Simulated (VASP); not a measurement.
Crystal: Se.

```
Se
1.0
     2.39127    0.00000    0.00000
    -0.70803    2.28405    0.00000
    -0.70803   -0.96074    2.07216
Se
1
Cartesian
  0.0000 0.0000 0.0000
```

Program: VASP 6.6.1. Alike in all runs: task single point; no spin polarisation; cell as given; k mesh 6 × 6 × 6; cutoff (eV) 500; smearing methfessel-paxton 0.2 eV.

Order these runs on this cell by their pressure, lowest first.
A. level RPBE; potentials or basis VASP PAW PBE potentials, release 64 (Se)
B. level LDA; potentials or basis VASP PAW LDA potentials, release 64 (Se)
C. level PBEsol; potentials or basis VASP PAW PBE potentials, release 64 (Se)
D. level BLYP; potentials or basis VASP PAW PBE potentials, release 64 (Se)
E. level PBE; potentials or basis VASP PAW PBE potentials, release 64 (Se)

B (143.4 GPa), C (147.0 GPa), E (155.7 GPa), A (158.6 GPa), D (177.3 GPa).

Caveats: all runs use coarse meshes; the PAW data sets were made with another functional, which shifts forces and pressure a little (some runs).
